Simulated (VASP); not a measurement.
# AlSn (P-6m2) in VASP: notebook, part 2 of 2

VASP 6.6.1. The steps go on from the part before.

### 3 Single point, LDA

INCAR

```
SYSTEM = AlSn
PREC     = Accurate       ! precision mode
ENCUT    = 500            ! plane-wave cutoff, eV
EDIFF    = 1E-6           ! SCF threshold, eV
ISMEAR   = 0              ! smearing method
SIGMA    = 0.1            ! smearing width, eV
LREAL    = .FALSE.        ! projectors in reciprocal space
LASPH    = .TRUE.         ! aspherical terms in the spheres
NELM     = 120            ! most SCF steps
ALGO     = Normal         ! electronic algorithm
ISIF     = 2              ! what is computed and relaxed
LWAVE    = .FALSE.        ! write WAVECAR
LCHARG   = .TRUE.         ! write CHGCAR
GGA      = CA             ! functional
LELF     = .TRUE.         ! ELF
LVHAR    = .TRUE.       
NBANDS   = 16             ! bands
GGA_COMPAT= .FALSE.
```

KPOINTS

```
regular mesh
0
G
  3 3 1
  0 0 0
```

POSCAR

```
AlSn
1.0
    4.1981056157      0.0000000000      0.0000000000
   -2.0990528078      3.6356661109      0.0000000000
    0.0000000000      0.0000000000      3.3068470000
Al Sn
1 1
Direct
    0.0000000000      0.0000000000      0.0000000000
    0.3333333333      0.6666666667      0.5000000000
```

Potentials or basis: VASP PAW LDA potentials, release 64 (Al, Sn_d).

The run is started by

```console
$ cat potpaw_LDA.64/Al/POTCAR potpaw_LDA.64/Sn_d/POTCAR > POTCAR
$ mpirun -np 1 vasp_std > vasp.out
```

Run time: 4.5 s. Hardware: 1 thread of AMD EPYC 7R13, shared host; peak memory 0.11 GiB.

The run converged. Its results:

```
Free energy : -9.4590 eV
Pressure    : -10.0 GPa
```

Stress tensor (GPa, compression positive):
```
 31.85   0.00   0.00
  0.00  31.85   0.00
  0.00   0.00 -93.58
```

Levels at points of the mesh, in eV from the Fermi level:
```
           k point  band 5  band 6  band 7  band 8  band 9  band 10  band 11  band 12  band 13  band 14
(0.00, 0.00, 0.00)  -22.50  -11.55   -1.29   -1.29   -0.49     1.47     2.29     2.29     4.28     5.41
```

Caveat: the k points lie up to 1.90 Å⁻¹ apart; spin-orbit coupling is left out, which moves the levels of the heavy elements.

### 4 Single point, PBE

INCAR

```
SYSTEM = AlSn
PREC = Accurate ; ENCUT = 500
EDIFF = 1E-6 ; ISMEAR = 0
SIGMA = 0.1 ; LREAL = .FALSE.
LASPH = .TRUE. ; NELM = 120
ALGO = Normal ; ISIF = 2
LWAVE = .FALSE. ; LCHARG = .FALSE.
GGA = PE ; NBANDS = 16
GGA_COMPAT = .FALSE.
```

KPOINTS

```
Automatic mesh
0
G
  3 3 1
  0 0 0
```

POSCAR is that of step 3.

Potentials or basis: VASP PAW PBE potentials, release 64 (Al, Sn_d).

The run is started by

```console
$ cat potpaw_PBE.64/Al/POTCAR potpaw_PBE.64/Sn_d/POTCAR > POTCAR
$ mpirun -np 1 vasp_std > vasp.out
```

OUTCAR:

```text
SYSTEM = AlSn
   PREC = Accurate
   ENCUT = 500
   EDIFF = 1E-6
   ISMEAR = 0
   LREAL = .FALSE.
   LASPH = .TRUE.
   NELM = 120
   ISIF = 2
   GGA = PE

 ion  position               nearest neighbor table
   1  0.000  0.000  0.000-   2 2.93   2 2.93   2 2.93   2 2.93   2 2.93   2 2.93
   2  0.333  0.667  0.500-   1 2.93   1 2.93   1 2.93   1 2.93   1 2.93   1 2.93

  LATTYP: Found a hexagonal cell.
 ALAT       =     4.1981056157
 C/A-ratio  =     0.7876998110

  Lattice vectors:

[... 222 lines left out ...]

  FORCE on cell =-STRESS in cart. coord.  units (eV):
  Direction    XX          YY          ZZ          XY          YZ          ZX
  --------------------------------------------------------------------------------------
  -------------------------------------------------------------------------------------
  Total       11.0354769     11.0354769    -28.5771374      0.0000000      0.0000000      0.0000000
  in kB      350.3081436    350.3081436   -907.1473831      0.0000000      0.0000000      0.0000000
  external PRESSURE =     -68.8436987 kB  Pullay stress =       0.0000000 kB

 VOLUME and BASIS-vectors are now :
 -----------------------------------------------------------------------------
  energy-cutoff  :      500.00
  volume of cell :       50.47
      direct lattice vectors                 reciprocal lattice vectors
     4.198105616  0.000000000  0.000000000     0.238202678  0.137526380  0.000000000
    -2.099052808  3.635666111  0.000000000     0.000000000  0.275052760  0.000000000
     0.000000000  0.000000000  3.306847000     0.000000000  0.000000000  0.302402863

 POSITION                                       TOTAL-FORCE (eV/Angst)
 -----------------------------------------------------------------------------------
      0.00000      0.00000      0.00000         0.000000      0.000000      0.000000
     -0.00000      2.42378      1.65342        -0.000000     -0.000000      0.000000
 -----------------------------------------------------------------------------------
    total drift:                                0.000000     -0.000000     -0.000000

  FREE ENERGIE OF THE ION-ELECTRON SYSTEM (eV)
  ---------------------------------------------------
  free  energy   TOTEN  =        -8.3902209814 eV

  energy  without entropy=       -8.3534319348  energy(sigma->0) =       -8.37182646
```

OSZICAR:

```text
N       E                     dE             d eps       ncg     rms          rms(c)
DAV:   1     0.113457506372E+03    0.11346E+03   -0.73111E+03   104   0.119E+03
DAV:   2     0.350014029418E+01   -0.10996E+03   -0.10525E+03   120   0.403E+02
DAV:   3    -0.811866058481E+01   -0.11619E+02   -0.11597E+02   112   0.864E+01
DAV:   4    -0.845039328478E+01   -0.33173E+00   -0.33165E+00   136   0.160E+01
DAV:   5    -0.846412306112E+01   -0.13730E-01   -0.13730E-01   144   0.316E+00    0.228E+00
DAV:   6    -0.840917028940E+01    0.54953E-01   -0.54992E-02   136   0.321E+00    0.131E+00
DAV:   7    -0.839080911990E+01    0.18361E-01   -0.42597E-02   120   0.240E+00    0.185E-01
DAV:   8    -0.839021713441E+01    0.59199E-03   -0.47772E-03   136   0.846E-01    0.131E-01
DAV:   9    -0.839021992357E+01   -0.27892E-05   -0.12672E-04   152   0.977E-02    0.734E-02
DAV:  10    -0.839022063933E+01   -0.71576E-06   -0.18087E-05   128   0.372E-02    0.106E-02
DAV:  11    -0.839022098138E+01   -0.34205E-06   -0.16208E-06   144   0.102E-02
   1 F= -.83902210E+01 E0= -.83718265E+01  d E =-.367890E-01
```

stdout:

```text
POSCAR found type information on POSCAR AlSn
 POSCAR found :  2 types and       2 ions
 scaLAPACK will be used
 LDA part: xc-table for (Slater+PW92), standard interpolation
 POSCAR, INCAR and KPOINTS ok, starting setup
 FFT: planning ... GRIDC
 FFT: planning ... GRID_SOFT
 FFT: planning ... GRID
 WAVECAR not read
 entering main loop
```

It took 4.9 s on 1 thread of AMD EPYC 7R13, shared host; peak memory 0.12 GiB.

What came out:

```yaml
Free_energy: -8.3902 eV
Pressure: -6.9 GPa
```

Stress tensor (GPa, compression positive):
```
 35.03   0.00   0.00
  0.00  35.03   0.00
  0.00   0.00 -90.71
```

Caveat: the k points lie up to 1.90 Å⁻¹ apart; spin-orbit coupling is left out, which moves the levels of the heavy elements.

### 5 Single point, revPBE

This run uses another cell than the first one, of 29.02 Å³/atom, 1.150 times its volume.

INCAR

```
SYSTEM = AlSn
PREC = Accurate
ENCUT = 500
EDIFF = 1E-6
ISMEAR = 1
SIGMA = 0.01
LREAL = .False.
LASPH = .True.
NELM = 120
ALGO = Normal
ISIF = 2
LWAVE = .False.
LCHARG = .True.
GGA = RE
LELF = .True.
LVHAR = .True.
NBANDS = 16
GGA_COMPAT = .False.
```

KPOINTS

```
regular mesh
0
Gamma
  3 3 1
  0 0 0
```

POSCAR

```
AlSn
1.0
    4.3983113966      0.0000000000      0.0000000000
   -2.1991556983      3.8090494033      0.0000000000
    0.0000000000      0.0000000000      3.4645490558
Al Sn
1 1
Direct
    0.0000000000      0.0000000000      0.0000000000
    0.3333333333      0.6666666667      0.5000000000
```

The run is started by

```console
$ cat potpaw_PBE.64/Al/POTCAR potpaw_PBE.64/Sn_d/POTCAR > POTCAR
$ mpirun -np 1 vasp_std > vasp.out
```

Wall time 8 s (1 thread of AMD EPYC 7R13, shared host); peak memory 0.13 GiB.

The run converged. Its results:

```
Free energy : -7.4847 eV
Pressure    : -9.2 GPa
```

Stress tensor (GPa, compression positive):
```
 22.75   0.00   0.00
  0.00  22.75   0.00
  0.00   0.00 -73.22
```

Levels at points of the mesh, in eV from the Fermi level:
| k point | band 5 | band 6 | band 7 | band 8 | band 9 | band 10 | band 11 | band 12 | band 13 | band 14 |
| --- | --- | --- | --- | --- | --- | --- | --- | --- | --- | --- |
| (0.00, 0.00, 0.00) | -22.49 | -10.58 | -1.11 | -1.11 | -1.04 | 1.36 | 2.25 | 2.25 | 4.07 | 5.28 |

Caveat: the k points lie up to 1.81 Å⁻¹ apart; the PAW data sets were made with another functional, which shifts forces and pressure a little; spin-orbit coupling is left out, which moves the levels of the heavy elements.

### 6 Single point, PBEsol

This run uses another cell than the first one, of 24.23 Å³/atom, 0.960 times its volume.

INCAR

```
PREC = Accurate ; ENCUT = 500
EDIFF = 1E-6 ; ISMEAR = 0
SIGMA = 0.1 ; LREAL = F
LASPH = T ; NELM = 120
ALGO = Normal ; ISIF = 2
LWAVE = F ; LCHARG = T
GGA = PS ; LELF = T
LVHAR = T ; NBANDS = 16
GGA_COMPAT = F
```

KPOINTS

```
regular mesh
0
Gamma
  3 3 2
```

POSCAR

```
AlSn
1.0
    4.2129100373      0.0000000000      0.0000000000
   -2.1064550186      3.6484871162      0.0000000000
    0.0000000000      0.0000000000      3.1532262781
Al Sn
1 1
Direct
    0.0000000000      0.0000000000      0.0000000000
    0.3333333333      0.6666666667      0.5000000000
```

Potentials or basis: VASP PAW PBE potentials, release 64 (Al, Sn_d).

The run is started by

```console
$ cat potpaw_PBE.64/Al/POTCAR potpaw_PBE.64/Sn_d/POTCAR > POTCAR
$ mpirun -np 1 vasp_std > vasp.out
```

Run time: 7.9 s. Hardware: 1 thread of AMD EPYC 7R13, shared host; peak memory 0.13 GiB.

The run converged. Its results:

```
Free energy : -8.6371 eV
Pressure    : -0.1 GPa
```

Levels at points of the mesh, in eV from the Fermi level:
| k point | band 6 | band 7 | band 8 | band 9 | band 10 | band 11 |
| --- | --- | --- | --- | --- | --- | --- |
| (0.00, 0.00, 0.00) | -10.63 | -0.44 | -0.44 | 0.57 | 2.99 | 2.99 |
| (0.00, 0.00, 0.50) | -7.18 | -6.06 | 2.84 | 2.84 | 3.82 | 3.82 |

Caveat: the k points lie up to 1.00 Å⁻¹ apart; the PAW data sets were made with another functional, which shifts forces and pressure a little; spin-orbit coupling is left out, which moves the levels of the heavy elements.

### 7 Summary

| level | potentials or basis | cell | k mesh | cutoff (eV) | smearing | gap on the mesh (eV) | pressure (GPa) |
| --- | --- | --- | --- | --- | --- | --- | --- |
| PBE | VASP PAW PBE potentials, release 64 (Al, Sn_d) | a = 4.198, b = 4.198, c = 3.307 Å, angles 90.0, 90.0, 120.0°, 2 atoms | 7 × 3 × 2 | 520 | gaussian 0.1 eV | none | -1.0 |
| LDA | VASP PAW LDA potentials, release 64 (Al, Sn_d) | a = 4.198, b = 4.198, c = 3.307 Å, angles 90.0, 90.0, 120.0°, 2 atoms | 3 × 3 × 1 | 500 | gaussian 0.1 eV | none | -10.0 |
| PBE | VASP PAW PBE potentials, release 64 (Al, Sn_d) | a = 4.198, b = 4.198, c = 3.307 Å, angles 90.0, 90.0, 120.0°, 2 atoms | 3 × 3 × 1 | 500 | gaussian 0.1 eV | none | -6.9 |
| revPBE | VASP PAW PBE potentials, release 64 (Al, Sn_d) | a = 4.398, b = 4.398, c = 3.465 Å, angles 90.0, 90.0, 120.0°, 2 atoms | 3 × 3 × 1 | 500 | methfessel-paxton 0.01 eV | none | -9.2 |
| PBEsol | VASP PAW PBE potentials, release 64 (Al, Sn_d) | a = 4.213, b = 4.213, c = 3.153 Å, angles 90.0, 90.0, 120.0°, 2 atoms | 3 × 3 × 2 | 500 | gaussian 0.1 eV | none | -0.1 |

Alike in all rows: task single point; no spin polarisation.

Caveats: all runs use coarse meshes; spin-orbit coupling is left out, which moves the levels of the heavy elements; the PAW data sets were made with another functional, which shifts forces and pressure a little (some runs).

Total energies depend on the potentials used, so only differences within one code and one set of settings carry meaning.
